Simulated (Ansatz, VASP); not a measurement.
**PbS in VASP and in Ansatz**

```
Pb S
1.0
     0.00000    2.61953    2.61953
     2.61953    0.00000    2.61953
     2.61953    2.61953    0.00000
Pb S
1 1
Cartesian
  0.0000 0.0000 0.0000
  2.6195 2.6195 2.6195
```

Change from the starting cell: volume scaled by 0.72, crystal datasets.

Alike in both runs: task single point; functional LDA; k mesh 12 × 12 × 12; occupations fermi-dirac, width 0.08 eV; no spin polarisation.

```csv
,VASP,Ansatz
version,VASP 6.6.1,Ansatz 0.2.0
potentials or method,"VASP PAW LDA potentials, release 64 (Pb_d, S), cutoff 500 eV","all-electron PAW with datasets made for the crystal, scalar-relativistic"
```

|  | VASP | Ansatz | Ansatz less VASP |
| --- | --- | --- | --- |
| pressure (GPa) | 42.2 | 42.0 | -0.20 |

LDA's correlation is that of Perdew and Zunger in VASP and of Perdew and Wang (1992) in Ansatz. Both programs put the cell under a high pressure, so it lies far from rest at this level. Ansatz ran all-electron here, and VASP with PAW potentials.

Spin-orbit coupling is off throughout.
